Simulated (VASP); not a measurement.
Al: single point with PBEsol+D3(BJ)

Crystal: Al.

```
CELL_PARAMETERS angstrom
2.81246 0.00000 0.01758
-1.40623 2.43566 -0.00879
0.03042 0.00000 4.86685
ATOMIC_POSITIONS crystal
Al 0.66667 0.33333 0.75000
Al 0.33333 0.66667 0.25000
```

This cell differs from its parent crystal: strain +0.0125 x Voigt [0, 0, 0, 0, 1, 0].

- Program: VASP 6.6.1
- Task: single point
- Functional: PBEsol
- Dispersion: D3(BJ)
- Potentials or basis: VASP PAW PBE potentials, release 64 (Al)
- Cutoff: 520 eV
- k mesh: 18 × 18 × 10
- Occupations: gaussian, width 0.15 eV
- Spin: no spin polarisation
- Dipole correction: no
- Further INCAR settings: ALGO = Fast; EDIFF = 1e-06; NBANDS = 10

The pressure is -4.4 GPa and the band gap on the k mesh is zero (band 3 reaches 11.46 eV, above the bottom of band 4 at 4.76 eV). The dispersion energy per atom is -0.314 eV.

Stress tensor (GPa, compression positive):
```
-3.65  0.00 -0.13
 0.00 -3.69  0.00
-0.13  0.00 -5.81
```

Levels at points of the mesh, in eV from the Fermi level:
| k point | band 1 | band 2 | band 3 | band 4 | band 5 | band 6 | band 7 | band 8 |
| --- | --- | --- | --- | --- | --- | --- | --- | --- |
| (0.00, 0.00, 0.00) | -11.04 | -5.04 | -4.81 | 11.16 | 11.44 | 11.44 | 11.66 | 11.66 |
| (0.50, 0.00, 0.00) | -5.00 | -4.91 | 0.50 | 0.76 | 1.28 | 1.54 | 6.26 | 7.80 |
| (0.00, 0.50, 0.00) | -5.00 | -4.91 | 0.63 | 0.63 | 1.36 | 1.46 | 6.26 | 7.80 |
| (0.00, 0.00, 0.50) | -9.49 | -9.49 | 2.40 | 2.40 | 12.43 | 12.43 | 12.51 | 12.51 |
| (0.50, 0.00, 0.50) | -3.84 | -3.74 | -3.14 | -2.98 | 7.35 | 7.48 | 7.60 | 7.60 |
| (0.00, 0.50, 0.50) | -3.79 | -3.79 | -3.06 | -3.06 | 7.39 | 7.39 | 7.63 | 7.63 |

Run time: 5.5 min on 1 thread of Intel Xeon 8259CL, with other jobs on the host, peak memory 0.35 GiB.

Caveat: the cell differs from its parent crystal (strain +0.0125 x Voigt [0, 0, 0, 0, 1, 0]); the PAW data sets were made with another functional, which shifts forces and pressure a little; pairwise dispersion overbinds metals, which lowers pressure and volume.
